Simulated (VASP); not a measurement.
# ZnC4 (P6/mmm) in VASP: single point with PBE

Aim: the single point of ZnC4 with PBE.

All numbers are computed with VASP 6.6.1; they aren't measurements. Logs are shortened: lines on timing, memory, paths and dates and some standing lists are left out, and cuts for length are marked.

## Step 1: The cell of the first run

It takes space group P6/mmm (No. 191, hexagonal). The conventional cell has a = 4.190 Å, b = 4.190 Å, c = 4.041 Å, α = 90.00°, β = 90.00°, γ = 120.00°. Zn (site symmetry 6/mmm) has 8 C at 2.02 to 2.10 Å within 2.7 Å. C (site symmetry mmm) has 2 Zn at 2.10 Å and 8 C at 2.10 to 2.91 Å within 3.0 Å. Within 2.7 Å of C (site symmetry 6/mmm) lie 2 Zn at 2.02 Å.

## Step 2: Single point, PBE

POSCAR reads:

```
ZnC4
1.0
    4.1904153704      0.0000000000      0.0000000000
   -2.0952076852      3.6290061632      0.0000000000
    0.0000000000      0.0000000000      4.0405726271
Zn C
1 4
Direct
    0.0000000000      0.0000000000      0.0000000000
    0.5000000000      0.0000000000      0.0000000000
    0.0000000000      0.5000000000      0.0000000000
    0.5000000000      0.5000000000      0.0000000000
    0.0000000000      0.0000000000      0.5000000000
```

INCAR.step1 reads:

```
SYSTEM = ZnC4
ALGO = Normal
EDIFF = 1E-6
ENCUT = 520
GGA = PE
ISIF = 2
ISMEAR = 0
LASPH = .TRUE.
LCHARG = .TRUE.
LREAL = .FALSE.
LWAVE = .FALSE.
NBANDS = 22
NELM = 100
PREC = Accurate
SIGMA = 0.1
```

KPOINTS.step1 reads:

```
k-points
0
G
  12 12 10
  0 0 0
```

INCAR.step2 reads:

```
SYSTEM = ZnC4
ALGO = Normal
EDIFF = 1E-6
ENCUT = 520
GGA = PE
ICHARG = 11
ISIF = 2
ISMEAR = -5
LASPH = .TRUE.
LCHARG = .FALSE.
LORBIT = 11
LREAL = .FALSE.
LWAVE = .FALSE.
NBANDS = 22
NEDOS = 1001
NELM = 100
PREC = Accurate
SIGMA = 0.1
```

KPOINTS.step2 reads:

```
k-points
0
G
  18 18 15
  0 0 0
```

Potentials or basis: VASP PAW PBE potentials, release 64 (Zn, C).

On the command line:

```console
> cat potpaw_PBE.64/Zn/POTCAR potpaw_PBE.64/C/POTCAR > POTCAR
> cp INCAR.step1 INCAR
> cp KPOINTS.step1 KPOINTS
> mpirun -np 1 vasp_std > vasp.out
> cp INCAR.step2 INCAR
> cp KPOINTS.step2 KPOINTS
> mpirun -np 1 vasp_std > vasp.out
```

OUTCAR:

```text
SYSTEM = ZnC4
   EDIFF = 1E-6
   ENCUT = 520
   GGA = PE
   ICHARG = 11
   ISIF = 2
   ISMEAR = -5
   LASPH = .TRUE.
   LORBIT = 11
   LREAL = .FALSE.
   NELM = 100
   PREC = Accurate

 ion  position               nearest neighbor table
   1  0.000  0.000  0.000-   5 2.02   5 2.02   2 2.10   2 2.10   4 2.10   3 2.10   3 2.10   4 2.10

   2  0.500  0.000  0.000-   1 2.10   1 2.10
   3  0.000  0.500  0.000-   1 2.10   1 2.10
   4  0.500  0.500  0.000-   1 2.10   1 2.10
   5  0.000  0.000  0.500-   1 2.02   1 2.02

  LATTYP: Found a hexagonal cell.
 ALAT       =     4.1904153704
 C/A-ratio  =     0.9642415536

  Lattice vectors:

 A1 = (   4.1904153704,   0.0000000000,   0.0000000000)
 A2 = (  -2.0952076852,   3.6290061632,   0.0000000000)
 A3 = (   0.0000000000,   0.0000000000,   4.0405726271)

Analysis of symmetry for initial positions (statically):
=====================================================================
 Subroutine PRICEL returns:
 Original cell was already a primitive cell.

 Routine SETGRP: Setting up the symmetry group for a
 hexagonal supercell.

 Subroutine GETGRP returns: Found 24 space group operations
 (whereof 24 operations were pure point group operations)
 out of a pool of 24 trial point group operations.

The static configuration has the point symmetry D_6h.

Analysis of symmetry for dynamics (positions and initial velocities):
=====================================================================
 Subroutine PRICEL returns:
 Original cell was already a primitive cell.

 Routine SETGRP: Setting up the symmetry group for a
 hexagonal supercell.

 Subroutine GETGRP returns: Found 24 space group operations
 (whereof 24 operations were pure point group operations)
 out of a pool of 24 trial point group operations.

The dynamic configuration has the point symmetry D_6h.

 Subroutine INISYM returns: Found 24 space group operations
 (whereof 24 operations are pure point group operations),
 and found     1 'primitive' translations

----------------------------------------------------------------------------------------

                                     Primitive cell

  volume of cell :      61.4452

  direct lattice vectors                    reciprocal lattice vectors
     4.190415370  0.000000000  0.000000000     0.238639827  0.137778768  0.000000000
    -2.095207685  3.629006163  0.000000000     0.000000000  0.275557537  0.000000000
     0.000000000  0.000000000  4.040572627     0.000000000  0.000000000  0.247489673

  length of vectors
     4.190415370  4.190415370  4.040572627     0.275557537  0.275557537  0.247489673

  position of ions in fractional coordinates (direct lattice)
     0.000000000  0.000000000  0.000000000
     0.500000000  0.000000000  0.000000000
     0.000000000  0.500000000  0.000000000
     0.500000000  0.500000000  0.000000000
     0.000000000  0.000000000  0.500000000

  ion indices of the primitive-cell ions
   primitive index   ion index
                 1           1
                 2           2
                 3           3
                 4           4
                 5           5

----------------------------------------------------------------------------------------

 KPOINTS: k-points

Automatic generation of k-mesh.
 Grid dimensions read from file:
 generate k-points for:   18   18   15

 Generating k-lattice:

  Cartesian coordinates                     Fractional coordinates (reciprocal lattice)
     0.013257768  0.007654376  0.000000000     0.055555556  0.000000000  0.000000000
     0.000000000  0.015308752  0.000000000     0.000000000  0.055555556  0.000000000
     0.000000000  0.000000000  0.016499312     0.000000000  0.000000000  0.066666667

  Length of vectors
     0.015308752  0.015308752  0.016499312

  Shift w.r.t. Gamma in fractional coordinates (k-lattice)
     0.000000000  0.000000000  0.000000000

 TETIRR: Found   4782 inequivalent tetrahedra from    29160

 Subroutine IBZKPT returns following result:
 ===========================================

 Found    296 irreducible k-points:

 Following reciprocal coordinates:
            Coordinates               Weight
  0.000000  0.000000  0.000000      1.000000
  0.055556  0.000000  0.000000      6.000000
  0.111111  0.000000  0.000000      6.000000
  0.166667  0.000000  0.000000      6.000000
  0.222222  0.000000  0.000000      6.000000
  0.277778  0.000000  0.000000      6.000000
[... 16 lines left out ...]
  0.333333  0.111111  0.000000     12.000000
  0.388889  0.111111  0.000000     12.000000
 [... further k-points ...]
   k-points           NKPTS =    296   k-points in BZ     NKDIM =    296   number of bands    NBANDS=     22
   number of dos      NEDOS =   1001   number of ions     NIONS =      5
   total plane-waves  NPLWV =  30720
   dimension x,y,z NGX =    32 NGY =   32 NGZ =   30
   dimension x,y,z NGXF=    64 NGYF=   64 NGZF=   60
   ions per type =               1   4
   NGX,Y,Z   is equivalent  to a cutoff of  12.70, 12.70, 12.34 a.u.
   NGXF,Y,Z  is equivalent  to a cutoff of  25.39, 25.39, 24.69 a.u.
 SYSTEM =  ZnC4
   PREC   = accura    normal or accurate (medium, high low for compatibility)
   ISTART =      0    job   : 0-new  1-cont  2-samecut
   ICHARG =     11    charge: 1-file 2-atom 10-const
   ISPIN  =      1    spin polarized calculation?
   LNONCOLLINEAR =      F non collinear calculations
   LSORBIT =      F    spin-orbit coupling
   LASPH  =      T    aspherical Exc in radial PAW
   ENCUT  =  520.0 eV  38.22 Ry    6.18 a.u.   7.79  7.79  7.51*2*pi/ulx,y,z
   NELM   =    100;   NELMIN=  2; NELMDL=  0     # of ELM steps
   EDIFF  = 0.1E-05   stopping-criterion for ELM
   LREAL  =      F    real-space projection
   EDIFFG = 0.1E-04   stopping-criterion for IOM
   NSW    =      0    number of steps for IOM
   IBRION =     -1    ionic relax: 0-MD 1-quasi-New 2-CG
   NFREE  =      0    steps in history (QN), initial steepest desc. (CG)
   ISIF   =      2    stress and relaxation
   ISYM   =      2    0-nonsym 1-usesym 2-fastsym
   POTIM  = 0.5000    time-step for ionic-motion
   TEBEG  =    0.0;   TEEND  =   0.0 temperature during run
   PSTRESS=    0.0 pullay stress
   NELECT =      28.0000    total number of electrons
   NUPDOWN=      -1.0000    fix difference up-down
   EMIN   =  10.00;   EMAX   =-10.00  energy-range for DOS
   EFERMI =   0.00;   METHOD = LEGACY
   ISMEAR =    -5;   SIGMA  =   0.10  broadening in eV -4-tet -1-fermi 0-gaus
   EFERMI_NEDOS =   21; number of points for ismear=-14 and -15
   IALGO  =     38    algorithm
   IMIX   =      4    mixing-type and parameters
     AMIX     =   0.40;   BMIX     =  1.00
     AMIX_MAG =   1.60;   BMIX_MAG =  1.00
  volume/ion in A,a.u.               =      12.29        82.93
  Fermi-wavevector in a.u.,A,eV,Ry     =   1.259790  2.380659 21.593422  1.587072
  Thomas-Fermi vector in A             =   2.393332
   LORBIT       =     11    0 simple, 1 ext, 2 COOP (PROOUT), +10 PAW based schemes
   GGA     = PE    functional components
   LHFCALC =     F    Hartree Fock is set to
   AEXX    =    0.0000 exact exchange contribution
   IVDW    =     0    specifies the selected vdW correction
   LEPSILON=     F    determine dielectric tensor
   LRPA    =     F    only Hartree local field effects (RPA)
 non-spin polarized calculation
 Fermi weights with tetrahedron method with Bloechl corrections
  energy-cutoff  :      520.00
  volume of cell :       61.45
 maximum number of plane-waves:      1686
 NGX is ok and might be reduce to    32

 number of electron      27.9999993 magnetization

 Free energy of the ion-electron system (eV)
  ---------------------------------------------------
  ext. energy  EPLUGINS =         0.00000000
  ---------------------------------------------------
  free energy    TOTEN  =       -19.04868260 eV

  energy without entropy =      -19.04868260  energy(sigma->0) =      -19.04868260

 E-fermi :   2.2375     XC(G=0): -10.1721

 val. band max:        2.2973974368   @ k =   0.4444   0.0000   0.4000
 cond. band min:       2.1622996956   @ k =   0.3333   0.0000   0.0000
 fundamental gap:     -0.1350977412
 Fermi energy:         2.2375484350

 k-point     1 :       0.0000    0.0000    0.0000
  band No.  band energies     occupation
      1     -12.6703      2.00000
      2      -7.9366      2.00000
      3      -6.5706      2.00000
      4      -6.5706      2.00000
      5      -4.9714      2.00000
      6      -4.9714      2.00000
[... 14 lines left out ...]
     21       9.5694      0.00000
     22       9.5694      0.00000

 k-point     2 :       0.0556    0.0000    0.0000
  band No.  band energies     occupation
      1     -12.6412      2.00000
      2      -7.9399      2.00000
      3      -6.6605      2.00000
      4      -6.5616      2.00000
      5      -4.9775      2.00000
      6      -4.9725      2.00000
[... 14 lines left out ...]
     21       9.4626      0.00000
     22       9.5394      0.00000

 k-point     3 :       0.1111    0.0000    0.0000
  band No.  band energies     occupation
      1     -12.5540      2.00000
      2      -7.9515      2.00000
      3      -6.9066      2.00000
      4      -6.5344      2.00000
      5      -4.9946      2.00000
      6      -4.9758      2.00000
[... 14 lines left out ...]
     21       9.1604      0.00000
     22       9.4639      0.00000

 k-point     4 :       0.1667    0.0000    0.0000
  band No.  band energies     occupation
      1     -12.4094      2.00000
      2      -7.9816      2.00000
      3      -7.2562      2.00000
      4      -6.4886      2.00000
      5      -5.0194      2.00000
      6      -4.9807      2.00000
[... 14 lines left out ...]
     21       8.6926      0.00000
     22       9.3774      0.00000

 k-point     5 :       0.2222    0.0000    0.0000
  band No.  band energies     occupation
      1     -12.2083      2.00000
      2      -8.0797      2.00000
      3      -7.6226      2.00000
      4      -6.4235      2.00000
      5      -5.2024      2.00000
      6      -5.0479      2.00000
[... 14 lines left out ...]
     21       8.0899      0.00000
     22       9.3117      0.00000

 k-point     6 :       0.2778    0.0000    0.0000
  band No.  band energies     occupation
      1     -11.9521      2.00000
      2      -8.3971      2.00000
      3      -7.8236      2.00000
      4      -6.3382      2.00000
      5      -5.5440      2.00000
      6      -5.0762      2.00000
[... 14 lines left out ...]
     21       8.5730      0.00000
     22       9.2793      0.00000

 k-point     7 :       0.3333    0.0000    0.0000
  band No.  band energies     occupation
      1     -11.6433      2.00000
      2      -8.8779      2.00000
      3      -7.8867      2.00000
      4      -6.2322      2.00000
      5      -5.7957      2.00000
      6      -5.1012      2.00000
[... 324 lines left out ...]
      6      -5.0551      2.00000
[... 14 lines left out ...]
     21       8.1880      0.00000
     22       9.0421      0.00000

 k-point    21 :       0.2222    0.1111    0.0000
  band No.  band energies     occupation
      1     -11.8675      2.00000
      2      -8.3608      2.00000
      3      -7.9814      2.00000
      4      -6.4860      2.00000
      5      -5.6376      2.00000
      6      -5.0791      2.00000
[... 14 lines left out ...]
     21       8.7944      0.00000
     22       8.9550      0.00000

 k-point    22 :       0.2778    0.1111    0.0000
  band No.  band energies     occupation
      1     -11.5601      2.00000
      2      -8.8311      2.00000
      3      -8.0451      2.00000
      4      -6.5247      2.00000
      5      -5.7599      2.00000
      6      -5.1001      2.00000
[... 14 lines left out ...]
     21       8.9124      0.00000
     22       9.5839      0.00000

 k-point    23 :       0.3333    0.1111    0.0000
  band No.  band energies     occupation
      1     -11.2048      2.00000
      2      -9.3317      2.00000
      3      -8.0869      2.00000
      4      -6.5791      2.00000
      5      -5.7621      2.00000
      6      -5.2425      2.00000
[... 14 lines left out ...]
     21       8.9110      0.00000
     22      10.4039      0.00000

 k-point    24 :       0.3889    0.1111    0.0000
  band No.  band energies     occupation
      1     -10.8127      2.00000
      2      -9.8196      2.00000
      3      -8.1141      2.00000
      4      -6.6212      2.00000
      5      -5.6904      2.00000
      6      -5.4114      2.00000
[... 14 lines left out ...]
     21       8.9185      0.00000
     22      11.1739      0.00000

 [... further k-points ...]

------------------------ aborting loop because EDIFF is reached ----------------------------------------

  FORCE on cell =-STRESS in cart. coord.  units (eV):
  Direction    XX          YY          ZZ          XY          YZ          ZX
  --------------------------------------------------------------------------------------
  -------------------------------------------------------------------------------------
  Total        0.4031178      0.4031178      0.4558569     -0.0000000     -0.0000000      0.0000000
  in kB       10.5112612     10.5112612     11.8864297     -0.0000000     -0.0000000      0.0000000
  external PRESSURE =      10.9696507 kB  Pullay stress =       0.0000000 kB

 VOLUME and BASIS-vectors are now :
 -----------------------------------------------------------------------------
  energy-cutoff  :      520.00
  volume of cell :       61.45
      direct lattice vectors                 reciprocal lattice vectors
     4.190415370  0.000000000  0.000000000     0.238639827  0.137778768  0.000000000
    -2.095207685  3.629006163  0.000000000     0.000000000  0.275557537  0.000000000
     0.000000000  0.000000000  4.040572627     0.000000000  0.000000000  0.247489673

 POSITION                                       TOTAL-FORCE (eV/Angst)
 -----------------------------------------------------------------------------------
      0.00000      0.00000      0.00000        -0.000000      0.000000      0.000000
      2.09521      0.00000      0.00000        -0.000000      0.000000      0.000000
     -1.04760      1.81450      0.00000        -0.000000      0.000000      0.000000
      1.04760      1.81450      0.00000         0.000000      0.000000      0.000000
      0.00000      0.00000      2.02029        -0.000000      0.000000      0.000000
 -----------------------------------------------------------------------------------
    total drift:                                0.000000      0.000000     -0.000000

  FREE ENERGIE OF THE ION-ELECTRON SYSTEM (eV)
  ---------------------------------------------------
  free  energy   TOTEN  =       -19.0486826031 eV

  energy  without entropy=      -19.0486826031  energy(sigma->0) =      -19.04868260

 total charge

# of ion       s       p       d       tot
------------------------------------------
    1        0.582   0.780   9.858  11.220
    2        1.020   1.078   0.000   2.098
    3        1.020   1.078   0.000   2.098
    4        1.020   1.078   0.000   2.098
    5        1.026   1.069   0.000   2.095
--------------------------------------------------
tot          4.669   5.081   9.858  19.608
```

It took 2.6 min on 1 thread of Intel Xeon 6975P-C (Granite Rapids), shared host; peak memory 0.43 GiB.

What came out:

```
Valence electrons inside the program's atomic spheres : Zn 11.22; C 2.10
```

Levels at points of the mesh, in eV from the Fermi level:
```
           k point  band 10  band 11  band 12  band 13  band 14  band 15  band 16  band 17  band 18  band 19
(0.00, 0.00, 0.00)    -5.32    -4.62    -4.53    -4.53     0.21     0.86     0.86     1.81     1.81     4.31
(0.50, 0.00, 0.00)    -3.31    -3.08    -1.35    -0.44    -0.39     0.74     1.26     1.46     1.72     1.78
```
